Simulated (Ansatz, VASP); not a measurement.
# Two plane-wave programs on Cd

Contents of INCAR:

```
PREC = Accurate
ENCUT = 520
EDIFF = 1E-7
ISMEAR = 0
SIGMA = 0.15
LREAL = False
LASPH = True
NELM = 100
ALGO = Fast
ISIF = 2
LWAVE = False
LCHARG = True
GGA = CA
LELF = True
LVHAR = True
NBANDS = 12
```

Contents of KPOINTS:

```
Automatic mesh
0
Gamma
  18 18 18
```

Contents of POSCAR:

```
Cd
1.0
    0.0693171797      2.2181497500      2.2181497500
    2.2181497500      0.0693171797      2.2181497500
    2.2874669297      2.2874669297      0.0000000000
Cd
1
Direct
    0.0000000000      0.0000000000      0.0000000000
```

Input for Ansatz:

```yaml
crystal:
  lattice:
    - [0.0693171797, 2.21814975, 2.21814975]
    - [2.21814975, 0.0693171797, 2.21814975]
    - [2.2874669297, 2.2874669297, 0.0]
  atoms:
    - { symbol: Cd, position: [0.0, 0.0, 0.0] }
basis:
  ecutwfc: 420
kpoints:
  mp_grid: { grid: [18, 18, 18] }
hamiltonian:
  xc: lda
scf:
  occupations: { method: gaussian, width: 0.15 }
output:
  forces: true
  stress: true
  eigenvalues: true
```

Change from the starting cell: strain +0.0625 x Voigt [0, 0, 0, 0, 0, 1], atoms carried along.

Alike in both runs: task single point; functional LDA; k mesh 18 × 18 × 18; occupations gaussian, width 0.15 eV; no spin polarisation.

|  | VASP | Ansatz |
| --- | --- | --- |
| version | VASP 6.6.1 | Ansatz 0.2.0 |
| potentials or method | VASP PAW LDA potentials, release 64 (Cd), cutoff 520 eV | scalar-relativistic, plane waves, PAW |
| valence electrons in the cell | 12 | 20 |

VASP gave:

| Item | Value |
| --- | --- |
| gap on the k mesh at the Fermi level (eV) | none |
| pressure (GPa) | -4.3 |
| traceless stress, the component that is largest in VASP (GPa) | 0.40 |

Task: Which values does Ansatz return?

Result: gap on the k mesh at the Fermi level (eV): none; pressure (GPa): -4.8; traceless stress, the component that is largest in VASP (GPa): 0.45.

LDA's correlation is that of Perdew and Zunger in VASP and of Perdew and Wang (1992) in Ansatz. A gap of «none» marks a metal or a gap that the smearing closes. VASP's potentials hold 12 valence electrons a cell and Ansatz's 20, so a difference there can come from the potentials and not from the codes.
